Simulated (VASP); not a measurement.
# SiC (R3m) in VASP: notebook, part 2 of 2

VASP 6.6.1. Earlier steps stand in the parts before.

## (3) Single point, r2SCAN (epitaxial 111 strain +1.0%)

POSCAR reads:

```
SiC
1.0
   -0.0169860927      2.1828467819      2.1828467819
    2.1828467819     -0.0169860927      2.1828467819
    2.1828467819      2.1828467819     -0.0169860927
Si C
1 1
Direct
   -0.0003253515     -0.0003253515     -0.0003253515
    0.2503253515      0.2503253515      0.2503253515
```

INCAR.step1 reads:

```
PREC = Accurate
ENCUT = 520
ISMEAR = 0
SIGMA = 0.01
LREAL = False
LASPH = True
NELM = 60
NBANDS = 11
GGA = PE
ALGO = Normal
EDIFF = 1E-4
LWAVE = True
LCHARG = False
```

INCAR.step2 reads:

```
PREC = Accurate
ENCUT = 520
EDIFF = 1E-7
ISMEAR = 0
SIGMA = 0.01
LREAL = False
LASPH = True
NELM = 60
ALGO = Normal
ISIF = 2
LWAVE = False
LCHARG = False
METAGGA = R2SCAN
LMIXTAU = True
NBANDS = 11
ISTART = 1
```

KPOINTS reads:

```
Automatic mesh
0
Gamma
  10 10 10
```

Potentials or basis: VASP PAW PBE potentials, release 64 (Si, C).

Command:

```bash
$ cat potpaw_PBE.64/Si/POTCAR potpaw_PBE.64/C/POTCAR > POTCAR
$ cp INCAR.step1 INCAR
$ mpirun -np 1 vasp_std > vasp.out
$ cp INCAR.step2 INCAR
$ mpirun -np 1 vasp_std > vasp.out
```

Wall time 35 s (1 thread of Intel Xeon Platinum 8488C (Sapphire Rapids), shared host); peak memory 0.15 GiB.

The run converged. Its results:

| Property | Result |
| --- | --- |
| Free energy | -19.3189 eV |
| Pressure | -4.1 GPa |
| Band gap on the k mesh | 1.66 eV (least direct gap 4.96 eV) |

Stress tensor (GPa, compression positive):
```
-4.10  1.97  1.97
 1.97 -4.10  1.97
 1.97  1.97 -4.10
```

Levels at points of the mesh, in eV from the valence-band top:
```tsv
k point	band 1	band 2	band 3	band 4	band 5	band 6	band 7	band 8	band 9
(0.00, 0.00, 0.00)	-16.12	-0.11	-0.11	0.00	6.51	7.57	7.57	7.86	15.04
(0.50, 0.00, 0.00)	-12.58	-8.81	-1.17	-1.13	5.81	7.58	7.71	10.80	17.10
(0.50, 0.50, 0.00)	-11.11	-8.07	-3.44	-3.30	1.66	4.69	14.81	14.86	15.70
(0.50, 0.50, 0.50)	-12.47	-8.76	-1.25	-1.25	5.58	7.50	7.50	10.72	17.15
```

Caveat: the cell differs from its parent crystal (epitaxial 111 strain +1.0%); the cell stands under tension; the PAW data sets were made with another functional, which shifts forces and pressure a little. A k mesh can miss the band edges.

## (4) Single point, r2SCAN (epitaxial 111 strain +2.0%)

POSCAR reads:

```
SiC
1.0
   -0.0340047089      2.1876086892      2.1876086892
    2.1876086892     -0.0340047089      2.1876086892
    2.1876086892      2.1876086892     -0.0340047089
Si C
1 1
Direct
   -0.0006111106     -0.0006111106     -0.0006111106
    0.2506111106      0.2506111106      0.2506111106
```

INCAR.step1 reads:

```
SYSTEM = SiC
PREC = Accurate
ENCUT = 520
ISMEAR = 0
SIGMA = 0.01
LREAL = .FALSE.
LASPH = .TRUE.
NELM = 80
NBANDS = 11
GGA = PE
ALGO = Normal
EDIFF = 1E-4
LWAVE = .TRUE.
LCHARG = .FALSE.
```

INCAR.step2 reads:

```
SYSTEM = SiC
PREC = Accurate
ENCUT = 520
EDIFF = 1E-6
ISMEAR = 0
SIGMA = 0.01
LREAL = .FALSE.
LASPH = .TRUE.
NELM = 80
ALGO = Normal
ISIF = 2
LWAVE = .FALSE.
LCHARG = .FALSE.
METAGGA = R2SCAN
LMIXTAU = .TRUE.
NBANDS = 11
ISTART = 1
```

KPOINTS reads:

```
Automatic mesh
0
G
  10 10 10
  0 0 0
```

Command:

```bash
$ cat potpaw_PBE.64/Si/POTCAR potpaw_PBE.64/C/POTCAR > POTCAR
$ cp INCAR.step1 INCAR
$ mpirun -np 1 vasp_std > vasp.out
$ cp INCAR.step2 INCAR
$ mpirun -np 1 vasp_std > vasp.out
```

It took 35 s on 1 thread of Intel Xeon Platinum 8488C (Sapphire Rapids), shared host; peak memory 0.15 GiB.

It converged, with:

| Quantity | Value |
| --- | --- |
| Free energy | -19.2961 eV |
| Pressure | -7.7 GPa |
| Band gap on the k mesh | 1.60 eV (least direct gap 4.86 eV) |

Stress tensor (GPa, compression positive):
```
-7.69  3.78  3.78
 3.78 -7.69  3.78
 3.78  3.78 -7.69
```

Levels at points of the mesh, in eV from the valence-band top:
| k point | band 1 | band 2 | band 3 | band 4 | band 5 | band 6 | band 7 | band 8 |
| --- | --- | --- | --- | --- | --- | --- | --- | --- |
| (0.00, 0.00, 0.00) | -16.04 | -0.20 | -0.20 | 0.00 | 6.15 | 7.30 | 7.30 | 7.92 |
| (0.50, 0.00, 0.00) | -12.59 | -8.78 | -1.22 | -1.14 | 5.63 | 7.41 | 7.67 | 10.65 |
| (0.50, 0.50, 0.00) | -11.11 | -8.07 | -3.53 | -3.26 | 1.60 | 4.57 | 14.46 | 14.58 |
| (0.50, 0.50, 0.50) | -12.37 | -8.69 | -1.38 | -1.38 | 5.18 | 7.26 | 7.26 | 10.49 |

Caveat: the cell differs from its parent crystal (epitaxial 111 strain +2.0%); the cell stands under tension; the PAW data sets were made with another functional, which shifts forces and pressure a little. A k mesh can miss the band edges.

## (5) Single point, r2SCAN (epitaxial 111 strain +3.0%)

POSCAR reads:

```
SiC
1.0
   -0.0509911692      2.1924027524      2.1924027524
    2.1924027524     -0.0509911692      2.1924027524
    2.1924027524      2.1924027524     -0.0509911692
Si C
1 1
Direct
   -0.0008577277     -0.0008577277     -0.0008577277
    0.2508577277      0.2508577277      0.2508577277
```

INCAR.step1 reads:

```
SYSTEM = SiC
ALGO = Normal ; EDIFF = 1E-4
ENCUT = 520 ; GGA = PE
ISMEAR = 0 ; LASPH = .True.
LCHARG = .False. ; LREAL = .False.
LWAVE = .True. ; NBANDS = 11
NELM = 60 ; PREC = Accurate
SIGMA = 0.01
```

INCAR.step2 reads:

```
SYSTEM = SiC
ALGO = Normal ; EDIFF = 1E-6
ENCUT = 520 ; ISIF = 2
ISMEAR = 0 ; ISTART = 1
LASPH = .True. ; LCHARG = .False.
LMIXTAU = .True. ; LREAL = .False.
LWAVE = .False. ; METAGGA = R2SCAN
NBANDS = 11 ; NELM = 60
PREC = Accurate ; SIGMA = 0.01
```

KPOINTS reads:

```
k-points
0
Gamma
  10 10 10
  0 0 0
```

Command:

```bash
$ cat potpaw_PBE.64/Si/POTCAR potpaw_PBE.64/C/POTCAR > POTCAR
$ cp INCAR.step1 INCAR
$ mpirun -np 1 vasp_std > vasp.out
$ cp INCAR.step2 INCAR
$ mpirun -np 1 vasp_std > vasp.out
```

Run time: 37 s. Hardware: 1 thread of Intel Xeon Platinum 8488C (Sapphire Rapids), shared host; peak memory 0.15 GiB.

It converged, with:

- Free energy: -19.2594 eV
- Pressure: -11.0 GPa
- Band gap on the k mesh: 1.55 eV (least direct gap 4.76 eV)

Forces on the atoms (eV/Å):
```
Si  -0.001 -0.001 -0.001
C    0.001  0.001  0.001
```

Stress tensor (GPa, compression positive):
```
-10.95   5.44   5.44
  5.44 -10.95   5.44
  5.44   5.44 -10.95
```

Levels at points of the mesh, in eV from the valence-band top:
```
           k point  band 1  band 2  band 3  band 4  band 5  band 6  band 7  band 8
(0.00, 0.00, 0.00)  -15.95   -0.27   -0.27    0.00    5.79    7.04    7.04    8.00
(0.50, 0.00, 0.00)  -12.60   -8.75   -1.25   -1.14    5.45    7.26    7.65   10.51
(0.50, 0.50, 0.00)  -11.11   -8.07   -3.60   -3.21    1.55    4.47   14.09   14.30
(0.50, 0.50, 0.50)  -12.27   -8.61   -1.49   -1.49    4.80    7.04    7.04   10.28
```

Caveat: the cell differs from its parent crystal (epitaxial 111 strain +3.0%); the cell stands under tension; the PAW data sets were made with another functional, which shifts forces and pressure a little. A k mesh can miss the band edges.

## (6) Single point, HSE06 (epitaxial 111 strain -2.0%)

POSCAR reads:

```
SiC
1.0
    0.0348378013      2.1693291053      2.1693291053
    2.1693291053      0.0348378013      2.1693291053
    2.1693291053      2.1693291053      0.0348378013
Si C
1 1
Direct
    0.0008006757      0.0008006757      0.0008006757
    0.2491993243      0.2491993243      0.2491993243
```

INCAR.step1 reads:

```
SYSTEM = SiC
PREC = Accurate
ENCUT = 520
EDIFF = 1E-5
ISMEAR = 0
SIGMA = 0.01
LREAL = .FALSE.
LASPH = .TRUE.
NELM = 100
ALGO = Normal
ISIF = 2
LWAVE = .TRUE.
LCHARG = .FALSE.
NBANDS = 11
GGA = PE
```

INCAR.step2 reads:

```
SYSTEM = SiC
PREC = Accurate
ENCUT = 520
EDIFF = 1E-6
ISMEAR = 0
SIGMA = 0.01
LREAL = .FALSE.
LASPH = .TRUE.
NELM = 100
ALGO = Normal
ISIF = 2
LWAVE = .FALSE.
LCHARG = .FALSE.
GGA = PE
LHFCALC = .TRUE.
HFSCREEN = 0.2079
PRECFOCK = Normal
NBANDS = 11
ISTART = 1
```

KPOINTS reads:

```
Automatic mesh
0
G
  8 8 8
  0 0 0
```

Potentials or basis: VASP PAW PBE potentials, release 64 (Si, C).

Command:

```bash
$ cat potpaw_PBE.64/Si/POTCAR potpaw_PBE.64/C/POTCAR > POTCAR
$ cp INCAR.step1 INCAR
$ mpirun -np 1 vasp_std > vasp.out
$ cp INCAR.step2 INCAR
$ mpirun -np 1 vasp_std > vasp.out
```

Run time: 54 min. Hardware: 1 thread of Intel Xeon Platinum 8259CL at 2.50GHz (Skylake/Cascade Lake), shared host; peak memory 0.26 GiB.

It converged, with:

```yaml
Free_energy: -17.3969 eV
Pressure: 7.4 GPa
Largest_force: 0.005 eV/Å
Band_gap_on_the_k_mesh: 2.10 eV (least direct gap 5.61 eV)
```

Forces on the atoms (eV/Å):
```
Si   0.003  0.003  0.003
C   -0.003 -0.003 -0.003
```

Stress tensor (GPa, compression positive):
```
 7.41 -4.49 -4.49
-4.49  7.41 -4.49
-4.49 -4.49  7.41
```

Levels at points of the mesh, in eV from the valence-band top:
```csv
k point,band 1,band 2,band 3,band 4,band 5,band 6,band 7,band 8,band 9
"(0.00, 0.00, 0.00)",-17.39,-0.26,0.00,0.00,7.63,8.70,8.98,8.98,16.24
"(0.50, 0.00, 0.00)",-13.33,-9.63,-1.36,-1.25,6.78,8.35,8.62,11.65,18.24
"(0.50, 0.50, 0.00)",-11.79,-8.75,-3.81,-3.51,2.10,5.45,16.25,16.27,17.30
"(0.50, 0.50, 0.50)",-13.58,-9.74,-1.08,-1.08,7.29,8.80,8.80,11.82,18.23
```

Caveat: the cell differs from its parent crystal (epitaxial 111 strain -2.0%); the cell stands under pressure; the PAW data sets were made with another functional, which shifts forces and pressure a little. A k mesh can miss the band edges.

## (7) Summary

```tsv
level	cell	k mesh	grid for exact exchange (PRECFOCK)	share of exact exchange	screening parameter	gap on the mesh (eV)	pressure (GPa)
r2SCAN	a = 3.074 Å, angles 59.5°, 2 atoms	10 × 10 × 10	-	-	-	1.67	4.1
r2SCAN	a = 3.087 Å, angles 60.5°, 2 atoms	10 × 10 × 10	-	-	-	1.66	-4.1
r2SCAN	a = 3.094 Å, angles 61.0°, 2 atoms	10 × 10 × 10	-	-	-	1.60	-7.7
r2SCAN	a = 3.101 Å, angles 61.5°, 2 atoms	10 × 10 × 10	-	-	-	1.55	-11.0
HSE06	a = 3.068 Å, angles 58.9°, 2 atoms	8 × 8 × 8	Normal	0.25	0.2079 1/Å	2.10	7.4
```

Alike in all rows: task single point; potentials or basis VASP PAW PBE potentials, release 64 (Si, C); no spin polarisation; cutoff (eV) 520; smearing gaussian 0.01 eV.

Caveats: the PAW data sets were made with another functional, which shifts forces and pressure a little; the cell stands under tension (at least some runs); the cell stands under pressure (at least some runs).

Total energies depend on the potentials used, so only differences within one code and one set of settings carry meaning.
